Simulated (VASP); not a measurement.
# BN (P6_3mc) in VASP: a series of runs, part 2 of 2

VASP 6.6.1. Earlier steps stand in the parts before.

## 5. Single point, r2SCAN+D3(BJ)

This run uses another cell than the first one, of 5.82 Å³/atom, 1.183 times its volume.

Input file POSCAR:

```
BN
1.0
    2.5324076112      0.0000000000      0.0000000000
   -1.2662038056      2.1931293240      0.0000000000
    0.0000000000      0.0000000000      4.1888785933
B N
2 2
Direct
    0.6666666667      0.3333333333      0.0002534944
    0.3333333333      0.6666666667      0.5002534944
    0.6666666667      0.3333333333      0.3747465056
    0.3333333333      0.6666666667      0.8747465056
```

Input file INCAR.step1:

```
ALGO = Normal
EDIFF = 1E-4
ENCUT = 520
GGA = PE
ISMEAR = 0
LASPH = True
LCHARG = False
LREAL = False
LWAVE = True
NBANDS = 16
NELM = 100
PREC = Accurate
SIGMA = 0.05
```

Input file INCAR.step2:

```
ALGO = Normal
EDIFF = 1E-7
ENCUT = 520
ISIF = 2
ISMEAR = 0
ISTART = 1
IVDW = 12
LASPH = True
LCHARG = False
LMIXTAU = True
LREAL = False
LWAVE = False
METAGGA = R2SCAN
NBANDS = 16
NELM = 100
PREC = Accurate
SIGMA = 0.05
VDW_A1 = 0.49484001
VDW_A2 = 5.73083694
VDW_S6 = 1.0
VDW_S8 = 0.78981345
```

Input file KPOINTS:

```
k-points
0
Gamma
  10 10 6
```

Potentials or basis: VASP PAW PBE potentials, release 64 (B, N).

The run is started by

```bash
cat potpaw_PBE.64/B/POTCAR potpaw_PBE.64/N/POTCAR > POTCAR
cp INCAR.step1 INCAR
mpirun -np 1 vasp_std > vasp.out
cp INCAR.step2 INCAR
mpirun -np 1 vasp_std > vasp.out
```

OUTCAR:

```text
EDIFF = 1E-7
   ENCUT = 520
   ISIF = 2
   ISMEAR = 0
   ISTART = 1
   IVDW = 12
   LASPH = True
   LREAL = False
   METAGGA = R2SCAN
   NELM = 100
   PREC = Accurate
 IVDW          = 12

 ion  position               nearest neighbor table
   1  0.667  0.333  0.000-   4 1.55   4 1.55   4 1.55   3 1.57
   2  0.333  0.667  0.500-   3 1.55   3 1.55   3 1.55   4 1.57
   3  0.667  0.333  0.375-   2 1.55   2 1.55   2 1.55   1 1.57
   4  0.333  0.667  0.875-   1 1.55   1 1.55   1 1.55   2 1.57

  LATTYP: Found a hexagonal cell.
 ALAT       =     2.5324076112
 C/A-ratio  =     1.6541091469

  Lattice vectors:

 A1 = (   2.5324076112,   0.0000000000,   0.0000000000)
 A2 = (  -1.2662038056,   2.1931293240,   0.0000000000)
 A3 = (   0.0000000000,   0.0000000000,   4.1888785933)

Analysis of symmetry for initial positions (statically):
=====================================================================
 Subroutine PRICEL returns:
 Original cell was already a primitive cell.

 Routine SETGRP: Setting up the symmetry group for a
 hexagonal supercell.

 Subroutine GETGRP returns: Found 12 space group operations
 (whereof  6 operations were pure point group operations)
 out of a pool of 24 trial point group operations.

The static configuration has the point symmetry C_3v.
 The point group associated with its full space group is C_6v.

Analysis of symmetry for dynamics (positions and initial velocities):
=====================================================================
 Subroutine PRICEL returns:
 Original cell was already a primitive cell.

 Routine SETGRP: Setting up the symmetry group for a
 hexagonal supercell.

 Subroutine GETGRP returns: Found 12 space group operations
 (whereof  6 operations were pure point group operations)
 out of a pool of 24 trial point group operations.

The dynamic configuration has the point symmetry C_3v.
 The point group associated with its full space group is C_6v.

 Subroutine INISYM returns: Found 12 space group operations
 (whereof  6 operations are pure point group operations),
 and found     1 'primitive' translations

----------------------------------------------------------------------------------------

                                     Primitive cell

  volume of cell :      23.2646

  direct lattice vectors                    reciprocal lattice vectors
     2.532407611  0.000000000  0.000000000     0.394881138  0.227984731  0.000000000
    -1.266203806  2.193129324  0.000000000     0.000000000  0.455969463  0.000000000
     0.000000000  0.000000000  4.188878593     0.000000000  0.000000000  0.238727377

  length of vectors
     2.532407611  2.532407611  4.188878593     0.455969463  0.455969463  0.238727377

  position of ions in fractional coordinates (direct lattice)
     0.666666667  0.333333333  0.000253494
     0.333333333  0.666666667  0.500253494
     0.666666667  0.333333333  0.374746506
     0.333333333  0.666666667  0.874746506

  ion indices of the primitive-cell ions
   primitive index   ion index
                 1           1
                 2           2
                 3           3
                 4           4

----------------------------------------------------------------------------------------

 KPOINTS: k-points

[... 27 lines left out ...]
  0.300000 -0.000000  0.000000      6.000000
  0.400000  0.000000  0.000000      6.000000
  0.500000  0.000000  0.000000      3.000000
[... 16 lines left out ...]
  0.300000  0.100000  0.166667     24.000000
  0.400000  0.100000  0.166667     24.000000
 [... further k-points ...]
   k-points           NKPTS =     56   k-points in BZ     NKDIM =     56   number of bands    NBANDS=     16
   number of dos      NEDOS =    301   number of ions     NIONS =      4
   total plane-waves  NPLWV =  12800
   dimension x,y,z NGX =    20 NGY =   20 NGZ =   32
   dimension x,y,z NGXF=    40 NGYF=   40 NGZF=   64
   ions per type =               2   2
   NGX,Y,Z   is equivalent  to a cutoff of  13.13, 13.13, 12.70 a.u.
   NGXF,Y,Z  is equivalent  to a cutoff of  26.26, 26.26, 25.40 a.u.
 SYSTEM =  unknown system
   PREC   = accura    normal or accurate (medium, high low for compatibility)
   ISTART =      1    job   : 0-new  1-cont  2-samecut
   ICHARG =      0    charge: 1-file 2-atom 10-const
   ISPIN  =      1    spin polarized calculation?
   LNONCOLLINEAR =      F non collinear calculations
   LSORBIT =      F    spin-orbit coupling
   LASPH  =      T    aspherical Exc in radial PAW
   ENCUT  =  520.0 eV  38.22 Ry    6.18 a.u.   4.71  4.71  7.79*2*pi/ulx,y,z
   NELM   =    100;   NELMIN=  2; NELMDL=  0     # of ELM steps
   EDIFF  = 0.1E-06   stopping-criterion for ELM
   LREAL  =      F    real-space projection
   EDIFFG = 0.1E-05   stopping-criterion for IOM
   NSW    =      0    number of steps for IOM
   IBRION =     -1    ionic relax: 0-MD 1-quasi-New 2-CG
   NFREE  =      0    steps in history (QN), initial steepest desc. (CG)
   ISIF   =      2    stress and relaxation
   ISYM   =      2    0-nonsym 1-usesym 2-fastsym
   POTIM  = 0.5000    time-step for ionic-motion
   TEBEG  =    0.0;   TEEND  =   0.0 temperature during run
   PSTRESS=    0.0 pullay stress
   NELECT =      16.0000    total number of electrons
   NUPDOWN=      -1.0000    fix difference up-down
   EMIN   =  10.00;   EMAX   =-10.00  energy-range for DOS
   EFERMI =   0.00;   METHOD = LEGACY
   ISMEAR =     0;   SIGMA  =   0.05  broadening in eV -4-tet -1-fermi 0-gaus
   EFERMI_NEDOS =   21; number of points for ismear=-14 and -15
   IALGO  =     38    algorithm
   IMIX   =      4    mixing-type and parameters
     AMIX     =   0.40;   BMIX     =  1.00
     AMIX_MAG =   1.60;   BMIX_MAG =  1.00
  volume/ion in A,a.u.               =       5.82        39.25
  Fermi-wavevector in a.u.,A,eV,Ry     =   1.445050  2.730749 28.411281  2.088170
  Thomas-Fermi vector in A             =   2.563276
   LORBIT       =      0    0 simple, 1 ext, 2 COOP (PROOUT), +10 PAW based schemes
   METAGGA = R2SCAN    functional components
   LHFCALC =     F    Hartree Fock is set to
   AEXX    =    0.0000 exact exchange contribution
   IVDW    =    12    specifies the selected vdW correction
   LEPSILON=     F    determine dielectric tensor
   LRPA    =     F    only Hartree local field effects (RPA)
 non-spin polarized calculation
 Gauss-broadening in eV      SIGMA  =   0.05
  energy-cutoff  :      520.00
  volume of cell :       23.26
 maximum number of plane-waves:       652
 NGX is ok and might be reduce to    20
   NGX =  9   NGY =  9   NGZ = 15

 number of electron      15.9999999 magnetization

 Free energy of the ion-electron system (eV)
  ---------------------------------------------------
  ext. energy  EPLUGINS =         0.00000000
  ---------------------------------------------------
  free energy    TOTEN  =       -38.25772979 eV

  energy without entropy =      -38.25772979  energy(sigma->0) =      -38.25772979

 E-fermi :   7.8358     XC(G=0): -13.7178

 val. band max:        7.6005366086   @ k =   0.0000   0.0000   0.0000
 cond. band min:      13.4969910349   @ k =   0.3000   0.3000   0.0000
 fundamental gap:      5.8964544263
 Fermi energy:         7.8357714400

 k-point     1 :       0.0000    0.0000    0.0000
  band No.  band energies     occupation
      1     -14.0564      2.00000
      2      -9.7508      2.00000
      3      -3.8678      2.00000
      4       5.3593      2.00000
      5       5.3593      2.00000
      6       7.3181      2.00000
[... 433 lines left out ...]
      3      -2.5713      2.00000
      4      -0.8377      2.00000
      5       0.8964      2.00000
      6       1.9452      2.00000
[... 8 lines left out ...]
     15      25.7934      0.00000
     16      26.2112      0.00000

 [... further k-points ...]

------------------------ aborting loop because EDIFF is reached ----------------------------------------

 Edisp (eV)   -0.39937

 E8    (eV) :    -0.0857

  FORCE on cell =-STRESS in cart. coord.  units (eV):
  Direction    XX          YY          ZZ          XY          YZ          ZX
  --------------------------------------------------------------------------------------
  -------------------------------------------------------------------------------------
  Total       0.55829     0.55829     0.55896    -0.00000     0.00000     0.00000
  in kB      38.44795    38.44795    38.49399    -0.00000     0.00000     0.00000
  external pressure =       38.46 kB  Pullay stress =        0.00 kB

 VOLUME and BASIS-vectors are now :
 -----------------------------------------------------------------------------
  energy-cutoff  :      520.00
  volume of cell :       23.26
      direct lattice vectors                 reciprocal lattice vectors
     2.532407611  0.000000000  0.000000000     0.394881138  0.227984731  0.000000000
    -1.266203806  2.193129324  0.000000000     0.000000000  0.455969463  0.000000000
     0.000000000  0.000000000  4.188878593     0.000000000  0.000000000  0.238727377

 POSITION                                       TOTAL-FORCE (eV/Angst)
 -----------------------------------------------------------------------------------
      1.26620      0.73104      0.00106        -0.000000      0.000000      0.003147
     -0.00000      1.46209      2.09550        -0.000000      0.000000      0.003147
      1.26620      0.73104      1.56977         0.000000     -0.000000     -0.003147
     -0.00000      1.46209      3.66421         0.000000      0.000000     -0.003147
 -----------------------------------------------------------------------------------
    total drift:                                0.000000      0.000000     -0.002203

  FREE ENERGIE OF THE ION-ELECTRON SYSTEM (eV)
  ---------------------------------------------------
  free  energy   TOTEN  =       -38.6570998119 eV

  energy  without entropy=      -38.6570998119  energy(sigma->0) =      -38.65709981
```

Run time: 59 s. Hardware: 1 thread of Intel Xeon Platinum 8375C at 2.90GHz (Ice Lake), shared host; peak memory 0.16 GiB.

What came out:

- Free energy: -38.6571 eV
- Pressure: 3.8 GPa
- Largest force: 0.003 eV/Å
- Band gap on the k mesh: 5.90 eV, indirect (least direct gap 9.04 eV)
- Dispersion energy per atom: -0.100 eV

Forces on the atoms (eV/Å):
```
B    0.000  0.000  0.003
B    0.000  0.000  0.003
N    0.000  0.000 -0.003
N    0.000  0.000 -0.003
```

Levels at points of the mesh, in eV from the valence-band top:
| k point | band 5 | band 6 | band 7 | band 8 | band 9 | band 10 | band 11 | band 12 |
| --- | --- | --- | --- | --- | --- | --- | --- | --- |
| (0.00, 0.00, 0.00) | -2.24 | -0.28 | 0.00 | 0.00 | 9.13 | 9.13 | 9.39 | 10.39 |
| (0.50, 0.00, 0.00) | -7.29 | -5.27 | -4.61 | -2.23 | 7.35 | 8.65 | 11.44 | 12.36 |
| (0.00, 0.00, 0.50) | -1.24 | -1.24 | -1.24 | -1.24 | 10.38 | 10.38 | 10.76 | 10.76 |
| (0.50, 0.00, 0.50) | -3.98 | -3.98 | -3.78 | -3.78 | 7.25 | 7.25 | 10.81 | 10.81 |

Caveat: the PAW data sets were made with another functional, which shifts forces and pressure a little. A k mesh can miss the band edges.

## 6. Single point, r2SCAN+D3(BJ)

This run uses another cell than the first one, of 5.86 Å³/atom, 1.190 times its volume.

Input file POSCAR:

```
BN
1.0
    2.5380428423      0.0000000000      0.0000000000
   -1.2690214212      2.1980095773      0.0000000000
    0.0000000000      0.0000000000      4.1981998806
B N
2 2
Direct
    0.6666666667      0.3333333333      0.0002534944
    0.3333333333      0.6666666667      0.5002534944
    0.6666666667      0.3333333333      0.3747465056
    0.3333333333      0.6666666667      0.8747465056
```

Input file INCAR.step1:

```
PREC     = Accurate       # precision mode
ENCUT    = 520            # plane-wave cutoff, eV
ISMEAR   = 0              # smearing method
SIGMA    = 0.05           # smearing width, eV
LREAL    = F              # projectors in reciprocal space
LASPH    = T              # aspherical terms in the spheres
NELM     = 80             # most SCF steps
NBANDS   = 16             # bands
GGA      = PE             # functional
ALGO     = Normal         # electronic algorithm
EDIFF    = 1E-4           # SCF threshold, eV
LWAVE    = T              # write WAVECAR
LCHARG   = F              # write CHGCAR
```

Input file INCAR.step2:

```
PREC     = Accurate       # precision mode
ENCUT    = 520            # plane-wave cutoff, eV
EDIFF    = 1E-7           # SCF threshold, eV
ISMEAR   = 0              # smearing method
SIGMA    = 0.05           # smearing width, eV
LREAL    = F              # projectors in reciprocal space
LASPH    = T              # aspherical terms in the spheres
NELM     = 80             # most SCF steps
ALGO     = Normal         # electronic algorithm
ISIF     = 2              # what is computed and relaxed
LWAVE    = F              # write WAVECAR
LCHARG   = T              # write CHGCAR
METAGGA  = R2SCAN         # meta-GGA
LMIXTAU  = T            
IVDW     = 12             # dispersion correction
VDW_S6   = 1.0          
VDW_S8   = 0.78981345   
VDW_A1   = 0.49484001   
VDW_A2   = 5.73083694   
LELF     = T              # ELF
LVHAR    = T            
NBANDS   = 16             # bands
ISTART   = 1
```

Input file KPOINTS:

```
regular mesh
0
Gamma
  10 10 6
```

Potentials or basis: VASP PAW PBE potentials, release 64 (B, N).

The run is started by

```bash
cat potpaw_PBE.64/B/POTCAR potpaw_PBE.64/N/POTCAR > POTCAR
cp INCAR.step1 INCAR
mpirun -np 1 vasp_std > vasp.out
cp INCAR.step2 INCAR
mpirun -np 1 vasp_std > vasp.out
```

It took 60 s on 1 thread of Intel Xeon Platinum 8375C at 2.90GHz (Ice Lake), shared host; peak memory 0.16 GiB.

The run converged. Its results:

```
Free energy                : -38.6599 eV
Pressure                   : 1.1 GPa
Band gap on the k mesh     : 5.90 eV, indirect (least direct gap 9.01 eV)
Dispersion energy per atom : -0.099 eV
```

Forces on the atoms (eV/Å):
```
B    0.000  0.000 -0.002
B    0.000  0.000 -0.002
N    0.000  0.000  0.002
N    0.000  0.000  0.002
```

Levels at points of the mesh, in eV from the valence-band top:
| k point | band 5 | band 6 | band 7 | band 8 | band 9 | band 10 | band 11 | band 12 |
| --- | --- | --- | --- | --- | --- | --- | --- | --- |
| (0.00, 0.00, 0.00) | -2.23 | -0.28 | 0.00 | 0.00 | 9.10 | 9.10 | 9.35 | 10.31 |
| (0.50, 0.00, 0.00) | -7.25 | -5.23 | -4.57 | -2.21 | 7.32 | 8.62 | 11.41 | 12.30 |
| (0.00, 0.00, 0.50) | -1.23 | -1.23 | -1.23 | -1.23 | 10.31 | 10.31 | 10.72 | 10.72 |
| (0.50, 0.00, 0.50) | -3.95 | -3.95 | -3.76 | -3.76 | 7.22 | 7.22 | 10.77 | 10.77 |

Caveat: the PAW data sets were made with another functional, which shifts forces and pressure a little. A k mesh can miss the band edges.

## 7. The runs side by side

| cell | gap on the mesh (eV) | pressure (GPa) |
| --- | --- | --- |
| a = 2.393, b = 2.393, c = 3.966 Å, angles 90.0, 90.0, 120.0°, 4 atoms | 5.52 | 96.4 |
| a = 2.431, b = 2.431, c = 4.026 Å, angles 90.0, 90.0, 120.0°, 4 atoms | 5.64 | 65.5 |
| a = 2.468, b = 2.468, c = 4.085 Å, angles 90.0, 90.0, 120.0°, 4 atoms | 5.75 | 39.9 |
| a = 2.532, b = 2.532, c = 4.189 Å, angles 90.0, 90.0, 120.0°, 4 atoms | 5.90 | 3.8 |
| a = 2.538, b = 2.538, c = 4.198 Å, angles 90.0, 90.0, 120.0°, 4 atoms | 5.90 | 1.1 |

Alike in all rows: task single point; level r2SCAN+D3(BJ); potentials or basis VASP PAW PBE potentials, release 64 (B, N); no spin polarisation; k mesh 10 × 10 × 6; cutoff (eV) 520; smearing gaussian 0.05 eV.

Caveats: the PAW data sets were made with another functional, which shifts forces and pressure a little.

Total energies depend on the potentials used, so only differences within one code and one set of settings carry meaning.
